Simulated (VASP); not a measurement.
Cd, 1 atom in the cell. Symmetry: Fmmm, No. 69, orthorhombic system. Conventional cell: a = 4.508 Å, b = 4.629 Å, c = 4.689 Å, α = 90.00°, β = 90.00°, γ = 90.00°. Cd (site symmetry mmm) has 12 Cd at 3.23 to 3.29 Å within 4.2 Å.  This cell differs from its parent crystal: normal strain along x +0.0267, normal strain along y +0.0400.

| Property | Result |
| --- | --- |
| Program | VASP 6.6.1 |
| Task | single point |
| Functional | PBE |
| Potentials or basis | VASP PAW PBE potentials, release 64 (Cd) |
| Cutoff | 520 eV |
| k mesh | 18 × 18 × 18 |
| Occupations | gaussian, width 0.15 eV |
| Spin | no spin polarisation |
| Dipole correction | no |
| Further INCAR settings | ALGO = Fast; EDIFF = 1e-07; NBANDS = 12 |

Potentials or basis: VASP PAW PBE potentials, release 64 (Cd).

Command:

```sh
$ cat potpaw_PBE.64/Cd/POTCAR > POTCAR
$ mpirun -np 1 vasp_std > vasp.out
```

Hardware: 1 thread of Intel(R) Xeon(R) Platinum 8559C (Emerald Rapids) (shared host).

Question: How long does it take, and how much memory?

Answer: It took 94 s on 1 thread of Intel(R) Xeon(R) Platinum 8559C (Emerald Rapids) (shared host), peak memory 0.34 GiB. Counts: scf iterations 12, k points 865.
